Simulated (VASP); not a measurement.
# BAs (F-43m) in VASP: a series of runs, part 2 of 2

VASP 6.6.1. The steps go on from the part before.

**3. Single point, LDA (volume scaled by 1.04)**

File INCAR:

```
SYSTEM = BAs
PREC     = Accurate       ! precision mode
ENCUT    = 520            ! plane-wave cutoff, eV
EDIFF    = 1E-7           ! SCF threshold, eV
ISMEAR   = -1             ! smearing method
SIGMA    = 0.05           ! smearing width, eV
LREAL    = .FALSE.        ! projectors in reciprocal space
LASPH    = .TRUE.         ! aspherical terms in the spheres
NELM     = 60             ! most SCF steps
ALGO     = Normal         ! electronic algorithm
ISIF     = 2              ! what is computed and relaxed
LWAVE    = .FALSE.        ! write WAVECAR
LCHARG   = .FALSE.        ! write CHGCAR
NBANDS   = 11             ! bands
```

File KPOINTS:

```
Automatic mesh
0
G
  13 13 13
  0 0 0
```

File POSCAR:

```
BAs
1.0
    0.0000000000      2.4199312360      2.4199312360
    2.4199312360      0.0000000000      2.4199312360
    2.4199312360      2.4199312360      0.0000000000
B As
1 1
Direct
    0.0000000000      0.0000000000      0.0000000000
    0.7500000000      0.7500000000      0.7500000000
```

Potentials or basis: VASP PAW LDA potentials, release 64 (B, As).

On the command line:

```sh
$ cat potpaw_LDA.64/B/POTCAR potpaw_LDA.64/As/POTCAR > POTCAR
$ mpirun -np 1 vasp_std > vasp.out
```

OUTCAR:

```text
SYSTEM = BAs
   PREC = Accurate
   ENCUT = 520
   EDIFF = 1E-7
   ISMEAR = -1
   LREAL = .FALSE.
   LASPH = .TRUE.
   NELM = 60
   ISIF = 2

 ion  position               nearest neighbor table
   1  0.000  0.000  0.000-   2 2.10   2 2.10   2 2.10   2 2.10
   2  0.750  0.750  0.750-   1 2.10   1 2.10   1 2.10   1 2.10

  LATTYP: Found a face centered cubic cell.
 ALAT       =     4.8398624720

  Lattice vectors:

 A1 = (   0.0000000000,   2.4199312360,   2.4199312360)
 A2 = (   2.4199312360,   0.0000000000,   2.4199312360)
 A3 = (   2.4199312360,   2.4199312360,   0.0000000000)

Analysis of symmetry for initial positions (statically):
=====================================================================
 Subroutine PRICEL returns:
 Original cell was already a primitive cell.

 Routine SETGRP: Setting up the symmetry group for a
 face centered cubic supercell.

 Subroutine GETGRP returns: Found 24 space group operations
 (whereof 24 operations were pure point group operations)
 out of a pool of 48 trial point group operations.

The static configuration has the point symmetry T_d .

Analysis of symmetry for dynamics (positions and initial velocities):
=====================================================================
 Subroutine PRICEL returns:
 Original cell was already a primitive cell.

 Routine SETGRP: Setting up the symmetry group for a
 face centered cubic supercell.

 Subroutine GETGRP returns: Found 24 space group operations
 (whereof 24 operations were pure point group operations)
 out of a pool of 48 trial point group operations.

The dynamic configuration has the point symmetry T_d .

 Subroutine INISYM returns: Found 24 space group operations
 (whereof 24 operations are pure point group operations),
 and found     1 'primitive' translations

----------------------------------------------------------------------------------------

                                     Primitive cell

  volume of cell :      28.3426

  direct lattice vectors                    reciprocal lattice vectors
     0.000000000  2.419931236  2.419931236    -0.206617441  0.206617441  0.206617441
[... 116 lines left out ...]
   LRPA    =     F    only Hartree local field effects (RPA)
 non-spin polarized calculation
  energy-cutoff  :      520.00
  volume of cell :       28.34
 maximum number of plane-waves:       774
 NGX is ok and might be reduce to    28
   NGX = 13   NGY = 13   NGZ = 13

 number of electron       8.0000000 magnetization

 Free energy of the ion-electron system (eV)
  ---------------------------------------------------
  ext. energy  EPLUGINS =         0.00000000
  ---------------------------------------------------
  free energy    TOTEN  =       -12.88340611 eV

  energy without entropy =      -12.88340605  energy(sigma->0) =      -12.88340608

 E-fermi :   6.2856     XC(G=0): -10.6216

 val. band max:        5.7215213084   @ k =   0.0000   0.0000   0.0000
 cond. band min:       6.8820335361   @ k =   0.3846   0.3846   0.0000
 fundamental gap:      1.1605122276
 Fermi energy:         6.2856156779

 k-point     1 :       0.0000    0.0000    0.0000
  band No.  band energies     occupation
      1      -9.3062      2.00000
      2       5.7215      1.99997
      3       5.7215      1.99997
      4       5.7215      1.99997
      5       8.9215      0.00000
      6       8.9215      0.00000
      7       8.9215      0.00000
      8       9.9201      0.00000
      9      14.8861      0.00000
     10      18.5932      0.00000
     11      18.5932      0.00000
[... 309 lines left out ...]
 k-point    24 :       0.4615    0.1538    0.0000
  band No.  band energies     occupation
      1      -6.7042      2.00000
      2      -1.8689      2.00000
      3       2.5444      2.00000
      4       3.2756      2.00000
      5       8.6846      0.00000
      6      10.8518      0.00000
      7      11.8606      0.00000
      8      13.4029      0.00000
      9      17.0992      0.00000
     10      19.3428      0.00000
     11      20.3808      0.00000

 [... further k-points ...]

------------------------ aborting loop because EDIFF is reached ----------------------------------------

  FORCE on cell =-STRESS in cart. coord.  units (eV):
  Direction    XX          YY          ZZ          XY          YZ          ZX
  --------------------------------------------------------------------------------------
  -------------------------------------------------------------------------------------
  Total       -1.4057768     -1.4057768     -1.4057768      0.0000000      0.0000000     -0.0000000
  in kB      -79.4671966    -79.4671966    -79.4671966      0.0000000      0.0000000     -0.0000000
  external PRESSURE =     -79.4671966 kB  Pullay stress =       0.0000000 kB

 VOLUME and BASIS-vectors are now :
 -----------------------------------------------------------------------------
  energy-cutoff  :      520.00
  volume of cell :       28.34
      direct lattice vectors                 reciprocal lattice vectors
     0.000000000  2.419931236  2.419931236    -0.206617441  0.206617441  0.206617441
     2.419931236  0.000000000  2.419931236     0.206617441 -0.206617441  0.206617441
     2.419931236  2.419931236  0.000000000     0.206617441  0.206617441 -0.206617441

 POSITION                                       TOTAL-FORCE (eV/Angst)
 -----------------------------------------------------------------------------------
      0.00000      0.00000      0.00000        -0.000000     -0.000000     -0.000000
      3.62990      3.62990      3.62990         0.000000      0.000000      0.000000
 -----------------------------------------------------------------------------------
    total drift:                                0.000000      0.000000      0.000000

  FREE ENERGIE OF THE ION-ELECTRON SYSTEM (eV)
  ---------------------------------------------------
  free  energy   TOTEN  =       -12.8834061063 eV

  energy  without entropy=      -12.8834060479  energy(sigma->0) =      -12.88340608
```

OSZICAR:

```text
N       E                     dE             d eps       ncg     rms          rms(c)
DAV:   1     0.115030384448E+02    0.11503E+02   -0.36574E+03  1848   0.633E+02
DAV:   2    -0.127537661821E+02   -0.24257E+02   -0.22984E+02  2561   0.104E+02
DAV:   3    -0.135240250008E+02   -0.77026E+00   -0.76754E+00  2290   0.173E+01
DAV:   4    -0.135265361865E+02   -0.25112E-02   -0.25111E-02  2040   0.110E+00
DAV:   5    -0.135265403493E+02   -0.41627E-05   -0.41621E-05  2232   0.487E-02    0.473E+00
DAV:   6    -0.129654341934E+02    0.56111E+00   -0.15562E+00  1956   0.488E+00    0.224E+00
DAV:   7    -0.128959055213E+02    0.69529E-01   -0.16254E-01  2174   0.203E+00    0.868E-01
DAV:   8    -0.128833758772E+02    0.12530E-01   -0.21899E-02  2106   0.771E-01    0.934E-02
DAV:   9    -0.128833975099E+02   -0.21633E-04   -0.76414E-04  2064   0.165E-01    0.522E-02
DAV:  10    -0.128834048196E+02   -0.73097E-05   -0.76804E-05  1956   0.497E-02    0.118E-02
DAV:  11    -0.128834062317E+02   -0.14121E-05   -0.15437E-06  2220   0.812E-03    0.106E-02
DAV:  12    -0.128834061063E+02    0.12540E-06   -0.81746E-07  1989   0.371E-03    0.293E-03
DAV:  13    -0.128834061063E+02   -0.22283E-10   -0.33173E-08   978   0.120E-03
   1 F= -.12883406E+02 E0= -.12883406E+02  d E =-.584554E-07
```

stdout:

```text
POSCAR found type information on POSCAR B As
 POSCAR found :  2 types and       2 ions
 scaLAPACK will be used
 LDA part: xc-table for (Slater(with rela. corr.)+CA(PZ))
 , standard interpolation
 POSCAR, INCAR and KPOINTS ok, starting setup
 FFT: planning ... GRIDC
 FFT: planning ... GRID_SOFT
 FFT: planning ... GRID
 WAVECAR not read
 entering main loop
```

It took 28 s on 1 thread of Intel Xeon 6975P-C, shared host; peak memory 0.16 GiB.

Results:

```yaml
Free_energy: -12.8834 eV
Pressure: -7.9 GPa
Band_gap_on_the_k_mesh: 1.16 eV, indirect (least direct gap 3.20 eV)
```

 A k mesh can miss the band edges.
